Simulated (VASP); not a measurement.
Here is a VASP 6.6.1 calculation.

INCAR

```
SYSTEM = Ti2B3
PREC     = Accurate       ! precision mode
ENCUT    = 520            ! plane-wave cutoff, eV
EDIFF    = 1E-6           ! SCF threshold, eV
ISMEAR   = 0              ! smearing method
SIGMA    = 0.1            ! smearing width, eV
LREAL    = .False.        ! projectors in reciprocal space
LASPH    = .True.         ! aspherical terms in the spheres
NELM     = 60             ! most SCF steps
ALGO     = Normal         ! electronic algorithm
ISIF     = 2              ! what is computed and relaxed
LWAVE    = .False.        ! write WAVECAR
LCHARG   = .True.         ! write CHGCAR
GGA      = PE             ! functional
LELF     = .True.         ! ELF
LVHAR    = .True.       
NBANDS   = 24             ! bands
```

Contents of KPOINTS:

```
Automatic mesh
0
Gamma
  12 12 8
  0 0 0
```

Contents of POSCAR:

```
Ti2B3
1.0
    3.6275918181      0.0000000000      0.0000000000
   -1.8137959091      3.1415866690      0.0000000000
    0.0000000000      0.0000000000      4.5447106880
Ti B
2 3
Direct
    0.0000000000      0.0000000000      0.0000000000
    0.3333333333      0.6666666667      0.5000000000
    0.6666666667      0.3333333333      0.1921077826
    0.6666666667      0.3333333333      0.8078922174
    0.0000000000      0.0000000000      0.5000000000
```

Potentials or basis: VASP PAW PBE potentials, release 64 (Ti_sv, B).

Run with:

```sh
$ cat potpaw_PBE.64/Ti_sv/POTCAR potpaw_PBE.64/B/POTCAR > POTCAR
$ mpirun -np 1 vasp_std > vasp.out
```

Q: Predict the pressure.

A: 0.0 GPa.

Q: Estimate the band gap on the k mesh.

A: Zero (an odd number of electrons rules out a gap without spin polarisation).

Forces on the atoms (eV/Å):
```
Ti   0.000  0.000  0.000
Ti   0.000  0.000  0.000
B    0.000  0.000  0.013
B    0.000  0.000 -0.013
B    0.000  0.000  0.000
```
